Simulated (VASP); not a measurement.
A run of VASP 6.6.1:

The input INCAR:

```
SYSTEM = LiSi2N2
ALGO = Normal
EDIFF = 1E-6
ENCUT = 520
GGA = PE
ISIF = 2
ISMEAR = 0
LASPH = .TRUE.
LCHARG = .TRUE.
LELF = .TRUE.
LREAL = .FALSE.
LVHAR = .TRUE.
LWAVE = .FALSE.
NBANDS = 32
NELM = 100
PREC = Accurate
SIGMA = 0.1
```

File KPOINTS:

```
k-points
0
G
  4 6 2
  0 0 0
```

The input POSCAR:

```
LiSi2N2
1.0
    4.9329838302      0.0000000000      0.0000000000
    0.0000000000      2.8865119439      0.0000000000
   -0.2365608252      0.0000000000      8.5466169005
Li Si N
2 4 4
Direct
    0.4658396280      0.5000000000      0.0269511472
    0.0140611938      0.0000000000      0.0049241741
    0.8193249891      0.5000000000      0.2778398100
    0.3207611791      0.0000000000      0.2743641907
    0.6764718499      0.0000000000      0.5992903790
    0.1841361395      0.5000000000      0.7482652666
    0.8470669810      0.5000000000      0.6554510236
    0.3560916516      0.0000000000      0.6767626517
    0.6587700950      0.0000000000      0.3830846833
    0.1574762930      0.5000000000      0.3530666738
```

Potentials or basis: VASP PAW PBE potentials, release 64 (Li_sv, Si, N).

Run with:

```sh
$ cat potpaw_PBE.64/Li_sv/POTCAR potpaw_PBE.64/Si/POTCAR potpaw_PBE.64/N/POTCAR > POTCAR
$ mpirun -np 1 vasp_std > vasp.out
```

Hardware: 1 thread of Intel(R) Xeon(R) 6975P-C (Granite Rapids), with other jobs on the host.

Q: How long does it take, and how much memory?

A: It took 45 s on 1 thread of Intel(R) Xeon(R) 6975P-C (Granite Rapids) (shared host), peak memory 0.26 GiB. Counts: scf iterations 16, k points 24.
